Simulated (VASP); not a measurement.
A run of VASP 6.6.1 is set up as follows.

File POSCAR:

```
Rh
1.0
   -1.3434850395      1.3434850395      1.8998523772
    1.3434850395     -1.3434850395      1.8998523772
    1.3434850395      1.3434850395     -1.8998523772
Rh
1
Direct
    0.5000000000      0.5000000000      0.0000000000
```

INCAR.step1

```
PREC = Accurate
ENCUT = 580
ISMEAR = 0
SIGMA = 0.1
LREAL = False
LASPH = True
NELM = 120
NBANDS = 14
GGA = PE
ALGO = Normal
EDIFF = 1E-5
LWAVE = True
LCHARG = False
GGA_COMPAT = False
```

Contents of INCAR.step2:

```
PREC = Accurate
ENCUT = 580
EDIFF = 1E-6
ISMEAR = 0
SIGMA = 0.1
LREAL = False
LASPH = True
NELM = 120
ALGO = Normal
ISIF = 2
LWAVE = False
LCHARG = False
METAGGA = R2SCAN
LMIXTAU = True
NBANDS = 14
ISTART = 1
GGA_COMPAT = False
```

The input KPOINTS:

```
Automatic mesh
0
Gamma
  28 28 28
```

Potentials or basis: VASP PAW PBE potentials, release 64 (Rh_sv_GW).

Launch:

```console
$ cat potpaw_PBE.64/Rh_sv_GW/POTCAR > POTCAR
$ cp INCAR.step1 INCAR
$ mpirun -np 1 vasp_std > vasp.out
$ cp INCAR.step2 INCAR
$ mpirun -np 1 vasp_std > vasp.out
```

**Question.** Estimate the band gap on the k mesh.

**Answer.** Zero (an odd number of electrons rules out a gap without spin polarisation).

**Question.** Predict the pressure.

**Answer.** -1.6 GPa.

Caveat: the PAW data sets were made with another functional, which shifts forces and pressure a little.
